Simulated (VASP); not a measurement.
Cd4S, 5 atoms in the cell. It takes space group P4/mmm (No. 123, tetragonal). The conventional cell has a = 5.309 Å, b = 5.309 Å, c = 6.193 Å, α = 90.00°, β = 90.00°, γ = 90.00°. Cd (site symmetry mmm) has 2 S at 2.65 Å and 4 Cd at 3.13 Å within 3.5 Å. Cd (site symmetry 4mm) has 6 Cd at 2.88 to 3.31 Å within 3.8 Å. S (site symmetry 4/mmm) has 4 Cd at 2.65 Å within 3.5 Å. The cell was generated, and may not be a known phase.

| Item | Value |
| --- | --- |
| Program | VASP 6.6.1 |
| Task | single point |
| Functional | PBE |
| Potentials or basis | VASP PAW PBE potentials, release 64 (Cd, S) |
| Cutoff | 520 eV |
| k mesh | 8 × 8 × 6 |
| Occupations | gaussian, width 0.1 eV |
| Spin | no spin polarisation |
| Dipole correction | no |
| Further INCAR settings | ALGO = Normal; EDIFF = 1e-07; NBANDS = 35 |

Potentials or basis: VASP PAW PBE potentials, release 64 (Cd, S).

Launch:

```sh
$ cat potpaw_PBE.64/Cd/POTCAR potpaw_PBE.64/S/POTCAR > POTCAR
$ mpirun -np 1 vasp_std > vasp.out
```

Hardware: 1 thread of Intel Xeon 8259CL, with other jobs on the host.

Q: Estimate the wall time of this run.

A: It took 14 min on 1 thread of Intel Xeon 8259CL, with other jobs on the host, peak memory 0.41 GiB. Counts: scf iterations 16, k points 60.
